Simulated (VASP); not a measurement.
Here is a VASP 6.6.1 calculation.

File INCAR:

```
  PREC = Accurate
  ENCUT = 520
  EDIFF = 1E-6
  ISMEAR = -1
  SIGMA = 0.08
  LREAL = False
  LASPH = True
  NELM = 100
  ALGO = Normal
  ISIF = 2
  LWAVE = False
  LCHARG = True
  LDIPOL = True
  IDIPOL = 3
  DIPOL = 0.5 0.5 0.500
  LELF = True
  LVHAR = True
  LVACPOTAV = True
  NBANDS = 33
```

File KPOINTS:

```
regular mesh
0
Gamma
  12 12 1
```

Contents of POSCAR:

```
Hf
1.0
    3.1180146446      0.0000000000      0.0000000000
   -1.5590073223      2.7002798916      0.0000000000
    0.0000000000      0.0000000000     25.8932000000
Hf
5
Direct
    0.0000000000      0.0000000000      0.3129801676
    0.3333333333      0.6666666667      0.4025170969
    0.0000000000      0.0000000000      0.4999999907
    0.3333333333      0.6666666667      0.5974829050
    0.0000000000      0.0000000000      0.6870198395
```

Potentials or basis: VASP PAW LDA potentials, release 64 (Hf_pv).

Run with:

```bash
$ cat potpaw_LDA.64/Hf_pv/POTCAR > POTCAR
$ mpirun -np 1 vasp_std > vasp.out
```

Task: Predict the largest force.

Result: 0.023 eV/Å.

Task: What does it give for the band gap on the k mesh?

Result: Zero (band 25 reaches 1.17 eV, above the bottom of band 26 at -0.32 eV).

Forces on the atoms (eV/Å):
```
Hf   0.000  0.000  0.006
Hf   0.000  0.000 -0.023
Hf   0.000  0.000  0.000
Hf   0.000  0.000  0.023
Hf   0.000  0.000 -0.006
```

Caveat: spin-orbit coupling is left out, which moves the levels of the heavy elements.
